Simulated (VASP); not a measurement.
# Sc (Pm-3m) in VASP: further runs

Runs on Sc. Level: PBE. Tasks: single point.

Everything below comes from runs of VASP 6.6.1. Logs are shortened: lines on timing, memory, paths and dates and some standing lists are left out, and cuts for length are marked.

## (1) The cell of the first run

It takes space group Pm-3m (No. 221, cubic). Conventional cell: a = 2.973 Å, b = 2.973 Å, c = 2.973 Å, α = 90.00°, β = 90.00°, γ = 90.00°. Within 3.9 Å of Sc (site symmetry m-3m) lie 6 Sc at 2.97 Å.

This isn't the form of Sc at room conditions, which is hcp.

## (2) Single point, PBE

File INCAR:

```
SYSTEM = Sc
ALGO = Normal
EDIFF = 1E-6
ENCUT = 520
GGA = PE
ISIF = 2
ISMEAR = -1
LASPH = .True.
LCHARG = .False.
LREAL = .False.
LWAVE = .False.
NBANDS = 12
NELM = 60
PREC = Accurate
SIGMA = 0.1
```

File KPOINTS:

```
k-points
0
Gamma
  10 10 10
  0 0 0
```

File POSCAR:

```
Sc
1.0
    2.9734986949      0.0000000000      0.0000000000
    0.0000000000      2.9734986949      0.0000000000
    0.0000000000      0.0000000000      2.9734986949
Sc
1
Direct
    0.0000000000      0.0000000000      0.0000000000
```

Potentials or basis: VASP PAW PBE potentials, release 64 (Sc_sv).

The run is started by

```bash
$ cat potpaw_PBE.64/Sc_sv/POTCAR > POTCAR
$ mpirun -np 1 vasp_std > vasp.out
```

OUTCAR:

```text
SYSTEM = Sc
   EDIFF = 1E-6
   ENCUT = 520
   GGA = PE
   ISIF = 2
   ISMEAR = -1
   LASPH = .True.
   LREAL = .False.
   NELM = 60
   PREC = Accurate

 ion  position               nearest neighbor table
   1  0.000  0.000  0.000-

  LATTYP: Found a simple cubic cell.
 ALAT       =     2.9734986949

  Lattice vectors:

 A1 = (   2.9734986949,   0.0000000000,   0.0000000000)
 A2 = (   0.0000000000,   2.9734986949,   0.0000000000)
 A3 = (   0.0000000000,   0.0000000000,   2.9734986949)

Analysis of symmetry for initial positions (statically):
=====================================================================
 Subroutine PRICEL returns:
 Original cell was already a primitive cell.

 Routine SETGRP: Setting up the symmetry group for a
 simple cubic supercell.

 Subroutine GETGRP returns: Found 48 space group operations
 (whereof 48 operations were pure point group operations)
 out of a pool of 48 trial point group operations.

The static configuration has the point symmetry O_h .

Analysis of symmetry for dynamics (positions and initial velocities):
=====================================================================
 Subroutine PRICEL returns:
 Original cell was already a primitive cell.

 Routine SETGRP: Setting up the symmetry group for a
 simple cubic supercell.

 Subroutine GETGRP returns: Found 48 space group operations
 (whereof 48 operations were pure point group operations)
 out of a pool of 48 trial point group operations.

The dynamic configuration has the point symmetry O_h .

 Subroutine INISYM returns: Found 48 space group operations
 (whereof 48 operations are pure point group operations),
 and found     1 'primitive' translations

----------------------------------------------------------------------------------------

                                     Primitive cell

  volume of cell :      26.2908

  direct lattice vectors                    reciprocal lattice vectors
     2.973498695  0.000000000  0.000000000     0.336304166  0.000000000  0.000000000
     0.000000000  2.973498695  0.000000000     0.000000000  0.336304166  0.000000000
     0.000000000  0.000000000  2.973498695     0.000000000  0.000000000  0.336304166

  length of vectors
     2.973498695  2.973498695  2.973498695     0.336304166  0.336304166  0.336304166

  position of ions in fractional coordinates (direct lattice)
     0.000000000  0.000000000  0.000000000
[... 81 lines left out ...]
   NFREE  =      0    steps in history (QN), initial steepest desc. (CG)
   ISIF   =      2    stress and relaxation
   ISYM   =      2    0-nonsym 1-usesym 2-fastsym
   POTIM  = 0.5000    time-step for ionic-motion
   TEBEG  =    0.0;   TEEND  =   0.0 temperature during run
   PSTRESS=    0.0 pullay stress
   NELECT =      11.0000    total number of electrons
   NUPDOWN=      -1.0000    fix difference up-down
   EMIN   =  10.00;   EMAX   =-10.00  energy-range for DOS
   EFERMI =   0.00;   METHOD = LEGACY
   ISMEAR =    -1;   SIGMA  =   0.10  broadening in eV -4-tet -1-fermi 0-gaus
   EFERMI_NEDOS =   21; number of points for ismear=-14 and -15
   IALGO  =     38    algorithm
   IMIX   =      4    mixing-type and parameters
     AMIX     =   0.40;   BMIX     =  1.00
     AMIX_MAG =   1.60;   BMIX_MAG =  1.00
  volume/ion in A,a.u.               =      26.29       177.42
  Fermi-wavevector in a.u.,A,eV,Ry     =   1.224441  2.313859 20.398623  1.499257
  Thomas-Fermi vector in A             =   2.359516
   LORBIT       =      0    0 simple, 1 ext, 2 COOP (PROOUT), +10 PAW based schemes
   GGA     = PE    functional components
   LHFCALC =     F    Hartree Fock is set to
   AEXX    =    0.0000 exact exchange contribution
   IVDW    =     0    specifies the selected vdW correction
   LEPSILON=     F    determine dielectric tensor
   LRPA    =     F    only Hartree local field effects (RPA)
 non-spin polarized calculation
  energy-cutoff  :      520.00
  volume of cell :       26.29
 maximum number of plane-waves:       739
 NGX is ok and might be reduce to    24
   NGX = 11   NGY = 11   NGZ = 11

 number of electron      10.9999999 magnetization

 Free energy of the ion-electron system (eV)
  ---------------------------------------------------
  ext. energy  EPLUGINS =         0.00000000
  ---------------------------------------------------
  free energy    TOTEN  =        -5.52861767 eV

  energy without entropy =       -5.43828043  energy(sigma->0) =       -5.48344905

 E-fermi :   3.4209     XC(G=0):  -9.5570

 val. band max:        3.4051643574   @ k =   0.4000   0.4000   0.0000
 cond. band min:       3.4366323699   @ k =   0.4000   0.3000   0.1000
 fundamental gap:      0.0314680126
 Fermi energy:         3.4209308822

 k-point     1 :       0.0000    0.0000    0.0000
  band No.  band energies     occupation
      1     -46.2725      2.00000
      2     -24.6517      2.00000
      3     -24.6517      2.00000
      4     -24.6517      2.00000
      5      -1.5673      2.00000
      6       2.9448      1.98303
      7       2.9448      1.98303
      8       7.1527      0.00000
      9       7.1527      0.00000
     10       7.1527      0.00000
     11      15.5462      0.00000
     12      15.5462      0.00000
[... 331 lines left out ...]
 k-point    24 :       0.3000    0.1000    0.1000
  band No.  band energies     occupation
      1     -46.2214      2.00000
      2     -24.9740      2.00000
      3     -24.6687      2.00000
      4     -24.6640      2.00000
      5       0.4075      2.00000
      6       3.5425      0.45736
      7       3.6899      0.12722
      8       5.8514      0.00000
      9       6.0434      0.00000
     10       6.9191      0.00000
     11      10.8480      0.00000
     12      16.2039      0.00000

 [... further k-points ...]

------------------------ aborting loop because EDIFF is reached ----------------------------------------

  FORCE on cell =-STRESS in cart. coord.  units (eV):
  Direction    XX          YY          ZZ          XY          YZ          ZX
  --------------------------------------------------------------------------------------
  -------------------------------------------------------------------------------------
  Total        0.0040676      0.0040676      0.0040676      0.0000000     -0.0000000      0.0000000
  in kB        0.2478809      0.2478809      0.2478809      0.0000000     -0.0000000      0.0000000
  external PRESSURE =       0.2478809 kB  Pullay stress =       0.0000000 kB

 VOLUME and BASIS-vectors are now :
 -----------------------------------------------------------------------------
  energy-cutoff  :      520.00
  volume of cell :       26.29
      direct lattice vectors                 reciprocal lattice vectors
     2.973498695  0.000000000  0.000000000     0.336304166  0.000000000  0.000000000
     0.000000000  2.973498695  0.000000000     0.000000000  0.336304166  0.000000000
     0.000000000  0.000000000  2.973498695     0.000000000  0.000000000  0.336304166

 POSITION                                       TOTAL-FORCE (eV/Angst)
 -----------------------------------------------------------------------------------
      0.00000      0.00000      0.00000         0.000000      0.000000      0.000000
 -----------------------------------------------------------------------------------
    total drift:                                0.000000      0.000000      0.000000

  FREE ENERGIE OF THE ION-ELECTRON SYSTEM (eV)
  ---------------------------------------------------
  free  energy   TOTEN  =        -5.5286176683 eV

  energy  without entropy=       -5.4382804259  energy(sigma->0) =       -5.48344905
```

OSZICAR:

```text
N       E                     dE             d eps       ncg     rms          rms(c)
DAV:   1     0.759046249295E+02    0.75905E+02   -0.51675E+03  1344   0.888E+02
DAV:   2    -0.463033536385E+01   -0.80535E+02   -0.78964E+02  1344   0.285E+02
DAV:   3    -0.615856321847E+01   -0.15282E+01   -0.14786E+01  1744   0.509E+01
DAV:   4    -0.618480593535E+01   -0.26243E-01   -0.26213E-01  1692   0.539E+00
DAV:   5    -0.618515675104E+01   -0.35082E-03   -0.35081E-03  1780   0.585E-01    0.497E+00
DAV:   6    -0.558947130404E+01    0.59569E+00   -0.95438E-01  2008   0.134E+01    0.126E+00
DAV:   7    -0.553324180845E+01    0.56229E-01   -0.10862E-01  2080   0.402E+00    0.505E-01
DAV:   8    -0.552885555523E+01    0.43863E-02   -0.12735E-02  1436   0.158E+00    0.145E-01
DAV:   9    -0.552862579114E+01    0.22976E-03   -0.13943E-03  2028   0.535E-01    0.388E-02
DAV:  10    -0.552861958456E+01    0.62066E-05   -0.14914E-04  2072   0.157E-01    0.984E-03
DAV:  11    -0.552861744049E+01    0.21441E-05   -0.74092E-06  2084   0.362E-02    0.188E-03
DAV:  12    -0.552861766832E+01   -0.22783E-06   -0.17181E-07   756   0.466E-03
   1 F= -.55286177E+01 E0= -.54834490E+01  d E =-.903372E-01
```

stdout:

```text
POSCAR found type information on POSCAR Sc
 POSCAR found :  1 types and       1 ions
 scaLAPACK will be used
 LDA part: xc-table for (Slater+PW92), standard interpolation
 POSCAR, INCAR and KPOINTS ok, starting setup
 FFT: planning ... GRIDC
 FFT: planning ... GRID_SOFT
 FFT: planning ... GRID
 WAVECAR not read
 entering main loop
```

Run time: 21 s. Hardware: 1 thread of Intel Xeon 8259CL, shared host; peak memory 0.15 GiB.

Results:

```yaml
Free_energy: -5.5286 eV
Pressure: 0.0 GPa
Band_gap_on_the_k_mesh: zero (an odd number of electrons rules out a gap without spin polarisation)
```

## (3) Single point, PBE (23.14 Å³/atom)

This run uses another cell than the first one, of 23.14 Å³/atom.

File INCAR:

```
SYSTEM = Sc
PREC     = Accurate       ! precision mode
ENCUT    = 520            ! plane-wave cutoff, eV
EDIFF    = 1E-6           ! SCF threshold, eV
ISMEAR   = -1             ! smearing method
SIGMA    = 0.1            ! smearing width, eV
LREAL    = .False.        ! projectors in reciprocal space
LASPH    = .True.         ! aspherical terms in the spheres
NELM     = 60             ! most SCF steps
ALGO     = Normal         ! electronic algorithm
ISIF     = 2              ! what is computed and relaxed
LWAVE    = .False.        ! write WAVECAR
LCHARG   = .False.        ! write CHGCAR
GGA      = PE             ! functional
NBANDS   = 12             ! bands
```

File KPOINTS:

```
Automatic mesh
0
Gamma
  12 12 12
  0 0 0
```

File POSCAR:

```
Sc
1.0
    2.8494561384      0.0000000000      0.0000000000
    0.0000000000      2.8494561384      0.0000000000
    0.0000000000      0.0000000000      2.8494561384
Sc
1
Direct
    0.0000000000      0.0000000000      0.0000000000
```

Potentials or basis: VASP PAW PBE potentials, release 64 (Sc_sv).

The run is started by

```bash
$ cat potpaw_PBE.64/Sc_sv/POTCAR > POTCAR
$ mpirun -np 1 vasp_std > vasp.out
```

Wall time 29 s (1 thread of Intel Xeon 8259CL, shared host); peak memory 0.15 GiB.

The run converged. Its results:

```
Free energy            : -5.4800 eV
Pressure               : 5.4 GPa
Band gap on the k mesh : zero (an odd number of electrons rules out a gap without spin polarisation)
```

Levels at points of the mesh, in eV from the Fermi level:
| k point | band 2 | band 3 | band 4 | band 5 | band 6 | band 7 | band 8 | band 9 | band 10 | band 11 |
| --- | --- | --- | --- | --- | --- | --- | --- | --- | --- | --- |
| (0.00, 0.00, 0.00) | -27.74 | -27.74 | -27.74 | -5.22 | -0.62 | -0.62 | 4.28 | 4.28 | 4.28 | 13.32 |
| (0.50, 0.00, 0.00) | -28.48 | -27.67 | -27.67 | -1.63 | -0.41 | 0.08 | 2.47 | 2.47 | 4.44 | 6.88 |
| (0.50, 0.50, 0.00) | -28.37 | -28.37 | -27.61 | -2.09 | 0.33 | 2.88 | 2.88 | 4.23 | 4.23 | 5.33 |
| (0.50, 0.50, 0.50) | -28.27 | -28.27 | -28.27 | -0.64 | -0.64 | -0.64 | 5.42 | 5.42 | 7.58 | 9.60 |

Caveat: the cell stands under pressure.

## (4) Single point, PBE (24.19 Å³/atom)

This run uses another cell than the first one, of 24.19 Å³/atom.

File INCAR:

```
SYSTEM = Sc
PREC     = Accurate       ! precision mode
ENCUT    = 520            ! plane-wave cutoff, eV
EDIFF    = 1E-6           ! SCF threshold, eV
ISMEAR   = -1             ! smearing method
SIGMA    = 0.1            ! smearing width, eV
LREAL    = .FALSE.        ! projectors in reciprocal space
LASPH    = .TRUE.         ! aspherical terms in the spheres
NELM     = 80             ! most SCF steps
ALGO     = Normal         ! electronic algorithm
ISIF     = 2              ! what is computed and relaxed
LWAVE    = .FALSE.        ! write WAVECAR
LCHARG   = .FALSE.        ! write CHGCAR
GGA      = PE             ! functional
NBANDS   = 12             ! bands
```

File KPOINTS:

```
regular mesh
0
G
  12 12 12
  0 0 0
```

File POSCAR:

```
Sc
1.0
    2.8919916055      0.0000000000      0.0000000000
    0.0000000000      2.8919916055      0.0000000000
    0.0000000000      0.0000000000      2.8919916055
Sc
1
Direct
    0.0000000000      0.0000000000      0.0000000000
```

Potentials or basis: VASP PAW PBE potentials, release 64 (Sc_sv).

The run is started by

```bash
$ cat potpaw_PBE.64/Sc_sv/POTCAR > POTCAR
$ mpirun -np 1 vasp_std > vasp.out
```

OUTCAR:

```text
SYSTEM = Sc
   PREC = Accurate
   ENCUT = 520
   EDIFF = 1E-6
   ISMEAR = -1
   LREAL = .FALSE.
   LASPH = .TRUE.
   NELM = 80
   ISIF = 2
   GGA = PE

 ion  position               nearest neighbor table
   1  0.000  0.000  0.000-

  LATTYP: Found a simple cubic cell.
 ALAT       =     2.8919916055

  Lattice vectors:

 A1 = (   2.8919916055,   0.0000000000,   0.0000000000)
 A2 = (   0.0000000000,   2.8919916055,   0.0000000000)
 A3 = (   0.0000000000,   0.0000000000,   2.8919916055)

[... 536 lines left out ...]
     11      10.4874      0.00000
     12      14.5617      0.00000

 [... further k-points ...]

------------------------ aborting loop because EDIFF is reached ----------------------------------------

  FORCE on cell =-STRESS in cart. coord.  units (eV):
  Direction    XX          YY          ZZ          XY          YZ          ZX
  --------------------------------------------------------------------------------------
  -------------------------------------------------------------------------------------
  Total        0.4928154      0.4928154      0.4928154      0.0000000     -0.0000000      0.0000000
  in kB       32.6440272     32.6440272     32.6440272      0.0000000     -0.0000000      0.0000000
  external PRESSURE =      32.6440272 kB  Pullay stress =       0.0000000 kB

 VOLUME and BASIS-vectors are now :
 -----------------------------------------------------------------------------
  energy-cutoff  :      520.00
  volume of cell :       24.19
      direct lattice vectors                 reciprocal lattice vectors
     2.891991605  0.000000000  0.000000000     0.345782470  0.000000000  0.000000000
     0.000000000  2.891991605  0.000000000     0.000000000  0.345782470  0.000000000
     0.000000000  0.000000000  2.891991605     0.000000000  0.000000000  0.345782470

 POSITION                                       TOTAL-FORCE (eV/Angst)
 -----------------------------------------------------------------------------------
      0.00000      0.00000      0.00000         0.000000      0.000000      0.000000
 -----------------------------------------------------------------------------------
    total drift:                               -0.000000      0.000000      0.000000

  FREE ENERGIE OF THE ION-ELECTRON SYSTEM (eV)
  ---------------------------------------------------
  free  energy   TOTEN  =        -5.5087821253 eV

  energy  without entropy=       -5.4245305436  energy(sigma->0) =       -5.46665633
```

Run time: 26 s. Hardware: 1 thread of Intel Xeon 8259CL, shared host; peak memory 0.15 GiB.

Results:

| Item | Value |
| --- | --- |
| Free energy | -5.5088 eV |
| Pressure | 3.3 GPa |
| Band gap on the k mesh | zero (an odd number of electrons rules out a gap without spin polarisation) |

Caveat: the cell stands under pressure.

## (5) Summary

| cell | k mesh | gap on the mesh (eV) | pressure (GPa) |
| --- | --- | --- | --- |
| a = 2.973 Å, 1 atom | 10 × 10 × 10 | none | 0.0 |
| a = 2.849 Å, 1 atom | 12 × 12 × 12 | none | 5.4 |
| a = 2.892 Å, 1 atom | 12 × 12 × 12 | none | 3.3 |

Alike in all rows: task single point; level PBE; potentials or basis VASP PAW PBE potentials, release 64 (Sc_sv); no spin polarisation; cutoff (eV) 520; smearing fermi-dirac 0.1 eV.

Caveats: the cell stands under pressure (at least some runs).

Total energies depend on the potentials used, so only differences within one code and one set of settings carry meaning.

The gap in the log of VASP goes by the Fermi energy; the results here count the filled bands.